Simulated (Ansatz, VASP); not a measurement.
## Bi in VASP and in Ansatz

```
Bi
1.0
    -1.98143    1.98143    1.98143
     1.98143   -1.98143    1.98143
     1.98143    1.98143   -1.98143
Bi
1
Direct
  0.00000 0.00000 0.00000
```

Alike in both runs: task single point; functional PBE; k mesh 9 × 9 × 9; occupations gaussian, width 0.022 eV; no spin polarisation.

|  | VASP | Ansatz |
| --- | --- | --- |
| version | VASP 6.6.1 | Ansatz 0.2.0 |
| potentials or method | VASP PAW PBE potentials, release 64 (Bi_d) | Ansatz PAW |
| plane-wave cutoff (eV) | 520 | 420 |
| valence electrons in the cell | 15 | 15 |

```csv
,VASP,Ansatz,Ansatz less VASP
gap on the k mesh at the Fermi level (eV),none,none,-
pressure (GPa),0.8,0.8,+0.06
```

A gap of «none» marks a metal or a gap that the smearing closes. The functional is the same, so the differences come from potentials, cutoffs and numerics.

Neither program's run includes spin-orbit coupling.
